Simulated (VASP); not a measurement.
# BaS in VASP: further runs

Aim: see how the results for BaS move with the level of theory and the settings. Levels: r2SCAN, HSE06. Tasks: single point.

Program: VASP 6.6.1. These are calculated values, not measurements. Logs are shortened: lines on timing, memory, paths and dates and some standing lists are left out, and cuts for length are marked.

**1. The cell of the first run**

Symmetry: I-4m2, No. 119, tetragonal system. The conventional cell has a = 4.977 Å, b = 4.977 Å, c = 7.004 Å, α = 90.00°, β = 90.00°, γ = 90.00°. Within 4.0 Å of Ba (site symmetry -4m2) lie 4 S at 3.04 Å. Within 4.0 Å of S (site symmetry -4m2) lie 4 Ba at 3.04 Å.

**2. Single point, r2SCAN (uniaxial z strain -0.5%)**

File POSCAR:

```
BaS
1.0
    0.0000000000      3.5194117709      3.5018147120
    3.5194117709      0.0000000000      3.5018147120
    3.5194117709      3.5194117709      0.0000000000
Ba S
1 1
Direct
    0.0000000000      0.0000000000      0.0000000000
    0.2500000000      0.2500000000      0.2500000000
```

File INCAR.step1:

```
SYSTEM = BaS
PREC = Accurate
ENCUT = 520
ISMEAR = 0
SIGMA = 0.01
LREAL = .FALSE.
LASPH = .TRUE.
NELM = 80
NBANDS = 15
GGA = PE
ALGO = Normal
EDIFF = 1E-4
LWAVE = .TRUE.
LCHARG = .FALSE.
```

File INCAR.step2:

```
SYSTEM = BaS
PREC = Accurate
ENCUT = 520
EDIFF = 1E-7
ISMEAR = 0
SIGMA = 0.01
LREAL = .FALSE.
LASPH = .TRUE.
NELM = 80
ALGO = Normal
ISIF = 2
LWAVE = .FALSE.
LCHARG = .FALSE.
METAGGA = R2SCAN
LMIXTAU = .TRUE.
NBANDS = 15
ISTART = 1
```

File KPOINTS:

```
Automatic mesh
0
G
  6 6 6
  0 0 0
```

Potentials or basis: VASP PAW PBE potentials, release 64 (Ba_sv, S).

Launch:

```console
$ cat potpaw_PBE.64/Ba_sv/POTCAR potpaw_PBE.64/S/POTCAR > POTCAR
$ cp INCAR.step1 INCAR
$ mpirun -np 1 vasp_std > vasp.out
$ cp INCAR.step2 INCAR
$ mpirun -np 1 vasp_std > vasp.out
```

OUTCAR:

```text
SYSTEM = BaS
   PREC = Accurate
   ENCUT = 520
   EDIFF = 1E-7
   ISMEAR = 0
   LREAL = .FALSE.
   LASPH = .TRUE.
   NELM = 80
   ISIF = 2
   METAGGA = R2SCAN
   ISTART = 1

 ion  position               nearest neighbor table
   1  0.000  0.000  0.000-   2 3.04   2 3.04   2 3.04   2 3.04
   2  0.250  0.250  0.250-   1 3.04   1 3.04   1 3.04   1 3.04

  LATTYP: Found a body centered tetragonal cell.
 ALAT       =     4.9771998580
 C/A-ratio  =     1.4071424945

  Lattice vectors:

 A1 = (   0.0000000000,  -3.5194117709,  -3.5018147120)
 A2 = (   0.0000000000,   3.5194117709,  -3.5018147120)
 A3 = (   3.5194117709,   0.0000000000,   3.5018147120)

Analysis of symmetry for initial positions (statically):
=====================================================================
 Subroutine PRICEL returns:
 Original cell was already a primitive cell.

 Routine SETGRP: Setting up the symmetry group for a
 body centered tetragonal supercell.

 Subroutine GETGRP returns: Found  8 space group operations
 (whereof  8 operations were pure point group operations)
 out of a pool of 16 trial point group operations.

The static configuration has the point symmetry D_2d.

Analysis of symmetry for dynamics (positions and initial velocities):
=====================================================================
 Subroutine PRICEL returns:
 Original cell was already a primitive cell.

 Routine SETGRP: Setting up the symmetry group for a
 body centered tetragonal supercell.

 Subroutine GETGRP returns: Found  8 space group operations
 (whereof  8 operations were pure point group operations)
 out of a pool of 16 trial point group operations.

The dynamic configuration has the point symmetry D_2d.

 Subroutine INISYM returns: Found  8 space group operations
 (whereof  8 operations are pure point group operations),
 and found     1 'primitive' translations

----------------------------------------------------------------------------------------

                                     Primitive cell

  volume of cell :      86.7488

  direct lattice vectors                    reciprocal lattice vectors
     0.000000000  3.519411771  3.501814712    -0.142069196  0.142069196  0.142783111
     3.519411771  0.000000000  3.501814712     0.142069196 -0.142069196  0.142783111
     3.519411771  3.519411771  0.000000000     0.142069196  0.142069196 -0.142783111

  length of vectors
     4.964772451  4.964772451  4.977199858     0.246483934  0.246483934  0.246483934

  position of ions in fractional coordinates (direct lattice)
     0.000000000  0.000000000  0.000000000
     0.250000000  0.250000000  0.250000000

[... 89 lines left out ...]
   EMIN   =  10.00;   EMAX   =-10.00  energy-range for DOS
   EFERMI =   0.00;   METHOD = LEGACY
   ISMEAR =     0;   SIGMA  =   0.01  broadening in eV -4-tet -1-fermi 0-gaus
   EFERMI_NEDOS =   21; number of points for ismear=-14 and -15
   IALGO  =     38    algorithm
   IMIX   =      4    mixing-type and parameters
     AMIX     =   0.40;   BMIX     =  1.00
     AMIX_MAG =   1.60;   BMIX_MAG =  1.00
  volume/ion in A,a.u.               =      43.37       292.70
  Fermi-wavevector in a.u.,A,eV,Ry     =   0.931881  1.760999 11.815325  0.868402
  Thomas-Fermi vector in A             =   2.058420
   LORBIT       =      0    0 simple, 1 ext, 2 COOP (PROOUT), +10 PAW based schemes
   METAGGA = R2SCAN    functional components
   LHFCALC =     F    Hartree Fock is set to
   AEXX    =    0.0000 exact exchange contribution
   IVDW    =     0    specifies the selected vdW correction
   LEPSILON=     F    determine dielectric tensor
   LRPA    =     F    only Hartree local field effects (RPA)
 non-spin polarized calculation
 Gauss-broadening in eV      SIGMA  =   0.01
  energy-cutoff  :      520.00
  volume of cell :       86.75
 maximum number of plane-waves:      2361
 NGX is ok and might be reduce to    40
   NGX = 19   NGY = 19   NGZ = 19

 number of electron      15.9999999 magnetization

 Free energy of the ion-electron system (eV)
  ---------------------------------------------------
  ext. energy  EPLUGINS =         0.00000000
  ---------------------------------------------------
  free energy    TOTEN  =       -38.61478174 eV

  energy without entropy =      -38.61478174  energy(sigma->0) =      -38.61478174

 E-fermi :  -0.3236     XC(G=0):  -7.6245

 val. band max:       -0.3974104729   @ k =  -0.3333   0.1667   0.5000
 cond. band min:       2.6906183094   @ k =   0.0000   0.0000   0.0000
 fundamental gap:      3.0880287824
 Fermi energy:        -0.3235969035

 k-point     1 :       0.0000    0.0000    0.0000
  band No.  band energies     occupation
      1     -27.2187      2.00000
      2     -11.9768      2.00000
      3     -11.9758      2.00000
      4     -11.9758      2.00000
      5     -10.7648      2.00000
      6      -1.0898      2.00000
      7      -1.0898      2.00000
      8      -1.0871      2.00000
      9       2.6906      0.00000
     10       5.1387      0.00000
     11       5.1754      0.00000
     12       7.0691      0.00000
     13       7.0691      0.00000
     14       7.1119      0.00000
[... 401 lines left out ...]
      2     -12.7390      2.00000
      3     -12.0981      2.00000
      4     -12.0642      2.00000
      5      -9.8755      2.00000
      6      -1.3535      2.00000
      7      -0.5382      2.00000
      8      -0.5129      2.00000
      9       3.3707      0.00000
     10       4.6058      0.00000
     11       5.8850      0.00000
     12       6.8395      0.00000
     13       7.0092      0.00000
     14       7.6946      0.00000
     15       9.5130      0.00000

 [... further k-points ...]

------------------------ aborting loop because EDIFF is reached ----------------------------------------

  FORCE on cell =-STRESS in cart. coord.  units (eV):
  Direction    XX          YY          ZZ          XY          YZ          ZX
  --------------------------------------------------------------------------------------
  -------------------------------------------------------------------------------------
  Total        0.2978217      0.2978217      0.3019694      0.0000000      0.0000000     -0.0000000
  in kB        5.5005176      5.5005176      5.5771220      0.0000000      0.0000000     -0.0000000
  external PRESSURE =       5.5260524 kB  Pullay stress =       0.0000000 kB

 VOLUME and BASIS-vectors are now :
 -----------------------------------------------------------------------------
  energy-cutoff  :      520.00
  volume of cell :       86.75
      direct lattice vectors                 reciprocal lattice vectors
     0.000000000  3.519411771  3.501814712    -0.142069196  0.142069196  0.142783111
     3.519411771  0.000000000  3.501814712     0.142069196 -0.142069196  0.142783111
     3.519411771  3.519411771  0.000000000     0.142069196  0.142069196 -0.142783111

 POSITION                                       TOTAL-FORCE (eV/Angst)
 -----------------------------------------------------------------------------------
      0.00000      0.00000      0.00000        -0.000000     -0.000000     -0.000000
      1.75971      1.75971      1.75091         0.000000      0.000000      0.000000
 -----------------------------------------------------------------------------------
    total drift:                                0.000000      0.000000      0.000000

  FREE ENERGIE OF THE ION-ELECTRON SYSTEM (eV)
  ---------------------------------------------------
  free  energy   TOTEN  =       -38.6147817369 eV

  energy  without entropy=      -38.6147817369  energy(sigma->0) =      -38.61478174
```

OUTCAR.step1:

```text
SYSTEM = BaS
   PREC = Accurate
   ENCUT = 520
   ISMEAR = 0
   LREAL = .FALSE.
   LASPH = .TRUE.
[... 655 lines left out ...]
      0.00000      0.00000      0.00000        -0.000000     -0.000000     -0.000000
      1.75971      1.75971      1.75091         0.000000      0.000000      0.000000
 -----------------------------------------------------------------------------------
    total drift:                                0.000000      0.000000      0.000000

  FREE ENERGIE OF THE ION-ELECTRON SYSTEM (eV)
  ---------------------------------------------------
  free  energy   TOTEN  =        -9.7324457537 eV

  energy  without entropy=       -9.7324457537  energy(sigma->0) =       -9.73244575
```

OSZICAR.step1:

```text
N       E                     dE             d eps       ncg     rms          rms(c)
DAV:   1     0.902839631803E+02    0.90284E+02   -0.63726E+03   900   0.887E+02
DAV:   2    -0.402685813761E+01   -0.94311E+02   -0.86356E+02  1203   0.164E+02
DAV:   3    -0.105473943271E+02   -0.65205E+01   -0.64716E+01  1260   0.463E+01
DAV:   4    -0.107176067878E+02   -0.17021E+00   -0.17018E+00  1289   0.733E+00
DAV:   5    -0.107201251033E+02   -0.25183E-02   -0.25183E-02  1306   0.728E-01    0.512E+00
DAV:   6    -0.974450179646E+01    0.97562E+00   -0.13508E+00  1033   0.625E+00    0.349E+00
DAV:   7    -0.970576841820E+01    0.38733E-01   -0.39217E-01  1096   0.302E+00    0.252E+00
DAV:   8    -0.971699574706E+01   -0.11227E-01   -0.38147E-02  1075   0.122E+00    0.778E-01
DAV:   9    -0.972780631034E+01   -0.10811E-01   -0.16613E-02   942   0.859E-01    0.373E-01
DAV:  10    -0.973109129621E+01   -0.32850E-02   -0.13374E-03  1068   0.209E-01    0.124E-01
DAV:  11    -0.973240908223E+01   -0.13178E-02   -0.18782E-03   914   0.214E-01    0.318E-02
DAV:  12    -0.973244575366E+01   -0.36671E-04   -0.10583E-04  1109   0.510E-02
   1 F= -.97324458E+01 E0= -.97324458E+01  d E =-.136838E-20
```

Run time: 2.1 min. Hardware: 1 thread of Intel Xeon Platinum 8488C (Sapphire Rapids), shared host; peak memory 0.27 GiB.

What came out:

```yaml
Free_energy: -38.6148 eV
Pressure: 0.6 GPa
Band_gap_on_the_k_mesh: 3.09 eV (least direct gap 3.68 eV)
```

Caveat: the cell differs from its parent crystal (uniaxial z strain -0.5%); the structure was generated, so it needn't be the stable form of BaS; the PAW data sets were made with another functional, which shifts forces and pressure a little; spin-orbit coupling is left out, which moves the levels of the heavy elements. A k mesh can miss the band edges.

**3. Single point, r2SCAN (epitaxial 111 strain -0.5%)**

File POSCAR:

```
BaS
1.0
    0.0271846968      3.5289994088      3.5289994088
    3.5289994088      0.0271846968      3.5289994088
    3.5289994088      3.5289994088      0.0271846968
Ba S
1 1
Direct
    0.0007805743      0.0007805743      0.0007805743
    0.2492194257      0.2492194257      0.2492194257
```

File INCAR.step1:

```
  PREC = Accurate
  ENCUT = 520
  ISMEAR = 0
  SIGMA = 0.01
  LREAL = False
  LASPH = True
  NELM = 60
  NBANDS = 15
  GGA = PE
  ALGO = Normal
  EDIFF = 1E-4
  LWAVE = True
  LCHARG = False
```

File INCAR.step2:

```
  PREC = Accurate
  ENCUT = 520
  EDIFF = 1E-6
  ISMEAR = 0
  SIGMA = 0.01
  LREAL = False
  LASPH = True
  NELM = 60
  ALGO = Normal
  ISIF = 2
  LWAVE = False
  LCHARG = False
  METAGGA = R2SCAN
  LMIXTAU = True
  NBANDS = 15
  ISTART = 1
```

File KPOINTS:

```
Automatic mesh
0
Gamma
  6 6 6
```

Potentials or basis: VASP PAW PBE potentials, release 64 (Ba_sv, S).

Launch:

```console
$ cat potpaw_PBE.64/Ba_sv/POTCAR potpaw_PBE.64/S/POTCAR > POTCAR
$ cp INCAR.step1 INCAR
$ mpirun -np 1 vasp_std > vasp.out
$ cp INCAR.step2 INCAR
$ mpirun -np 1 vasp_std > vasp.out
```

Wall time 99 s (1 thread of Intel Xeon Platinum 8488C (Sapphire Rapids), shared host); peak memory 0.27 GiB.

It converged, with:

```
Free energy            : -38.6149 eV
Pressure               : 0.5 GPa
Band gap on the k mesh : 3.09 eV (least direct gap 3.68 eV)
```

Stress tensor (GPa, compression positive):
```
 0.50 -0.06 -0.06
-0.06  0.50 -0.06
-0.06 -0.06  0.50
```

Levels at points of the mesh, in eV from the valence-band top:
```tsv
k point	band 5	band 6	band 7	band 8	band 9	band 10	band 11	band 12
(0.00, 0.00, 0.00)	-10.36	-0.70	-0.67	-0.67	3.09	5.56	5.56	7.47
(0.50, 0.00, 0.00)	-9.65	-0.59	-0.43	-0.42	4.76	5.66	5.80	5.88
(0.50, 0.50, 0.00)	-9.45	-1.08	-0.01	0.00	3.71	4.99	6.83	6.83
(0.50, 0.50, 0.50)	-9.63	-0.62	-0.41	-0.41	4.74	5.72	5.72	5.87
```

Caveat: the cell differs from its parent crystal (epitaxial 111 strain -0.5%); the structure was generated, so it needn't be the stable form of BaS; the PAW data sets were made with another functional, which shifts forces and pressure a little; spin-orbit coupling is left out, which moves the levels of the heavy elements.

**4. Single point, HSE06 (strain -1.0%)**

File POSCAR:

```
BaS
1.0
    0.0000000000      3.4842176532      3.4842176532
    3.4842176532      0.0000000000      3.4842176532
    3.4842176532      3.4842176532      0.0000000000
Ba S
1 1
Direct
    0.0000000000      0.0000000000      0.0000000000
    0.2500000000      0.2500000000      0.2500000000
```

File INCAR.step1:

```
SYSTEM = BaS
PREC     = Accurate       ! precision mode
ENCUT    = 520            ! plane-wave cutoff, eV
EDIFF    = 1E-5           ! SCF threshold, eV
ISMEAR   = 0              ! smearing method
SIGMA    = 0.01           ! smearing width, eV
LREAL    = .False.        ! projectors in reciprocal space
LASPH    = .True.         ! aspherical terms in the spheres
NELM     = 80             ! most SCF steps
ALGO     = Normal         ! electronic algorithm
ISIF     = 2              ! what is computed and relaxed
LWAVE    = .True.         ! write WAVECAR
NBANDS   = 15             ! bands
GGA      = PE             ! functional
```

File INCAR.step2:

```
SYSTEM = BaS
PREC     = Accurate       ! precision mode
ENCUT    = 520            ! plane-wave cutoff, eV
EDIFF    = 1E-6           ! SCF threshold, eV
ISMEAR   = 0              ! smearing method
SIGMA    = 0.01           ! smearing width, eV
LREAL    = .False.        ! projectors in reciprocal space
LASPH    = .True.         ! aspherical terms in the spheres
NELM     = 80             ! most SCF steps
ALGO     = Normal         ! electronic algorithm
ISIF     = 2              ! what is computed and relaxed
LWAVE    = .False.        ! write WAVECAR
LCHARG   = .True.         ! write CHGCAR
GGA      = PE             ! functional
LHFCALC  = .True.         ! exact exchange
HFSCREEN = 0.2079         ! screening, 1/A
PRECFOCK = Normal       
LELF     = .True.         ! ELF
LVHAR    = .True.       
NBANDS   = 15             ! bands
ISTART   = 1
```

File KPOINTS:

```
Automatic mesh
0
Gamma
  4 4 4
  0 0 0
```

Launch:

```console
$ cat potpaw_PBE.64/Ba_sv/POTCAR potpaw_PBE.64/S/POTCAR > POTCAR
$ cp INCAR.step1 INCAR
$ mpirun -np 1 vasp_std > vasp.out
$ cp INCAR.step2 INCAR
$ mpirun -np 1 vasp_std > vasp.out
```

Wall time 4.8 min (1 thread of Intel Xeon Platinum 8488C (Sapphire Rapids), shared host); peak memory 0.35 GiB.

The run converged. Its results:

```yaml
Free_energy: -11.0352 eV
Pressure: 1.1 GPa
Band_gap_on_the_k_mesh: 3.70 eV (least direct gap 4.34 eV)
```

Levels at points of the mesh, in eV from the valence-band top:
```
           k point  band 5  band 6  band 7  band 8  band 9  band 10  band 11  band 12
(0.00, 0.00, 0.00)  -10.99   -0.77   -0.77   -0.77    3.70     6.23     6.23     8.24
(0.50, 0.00, 0.00)  -10.06   -0.65   -0.47   -0.47    5.50     6.41     6.41     6.46
(0.50, 0.50, 0.00)   -9.81   -1.20   -0.01   -0.01    4.39     5.62     7.56     7.56
```

Caveat: the cell differs from its parent crystal (strain -1.0%); the structure was generated, so it needn't be the stable form of BaS; the PAW data sets were made with another functional, which shifts forces and pressure a little; spin-orbit coupling is left out, which moves the levels of the heavy elements. A k mesh can miss the band edges.

**5. Overview**

| level | cell | k mesh | grid for exact exchange (PRECFOCK) | share of exact exchange | screening parameter | gap on the mesh (eV) | pressure (GPa) |
| --- | --- | --- | --- | --- | --- | --- | --- |
| r2SCAN | a = 4.965, b = 4.965, c = 4.977 Å, angles 59.9, 59.9, 60.2°, 2 atoms, atomic positions A | 6 × 6 × 6 | - | - | - | 3.09 | 0.6 |
| r2SCAN | a = 4.991 Å, angles 59.5°, 2 atoms, atomic positions B | 6 × 6 × 6 | - | - | - | 3.09 | 0.5 |
| HSE06 | a = 4.927 Å, angles 60.0°, 2 atoms, atomic positions A | 4 × 4 × 4 | Normal | 0.25 | 0.2079 1/Å | 3.70 | 1.1 |

Alike in all rows: task single point; potentials or basis VASP PAW PBE potentials, release 64 (Ba_sv, S); no spin polarisation; cutoff (eV) 520; smearing gaussian 0.01 eV.

Caveats: the structure was generated, so it needn't be the stable form of BaS; the PAW data sets were made with another functional, which shifts forces and pressure a little; spin-orbit coupling is left out, which moves the levels of the heavy elements.

Total energies depend on the potentials used, so only differences within one code and one set of settings carry meaning.
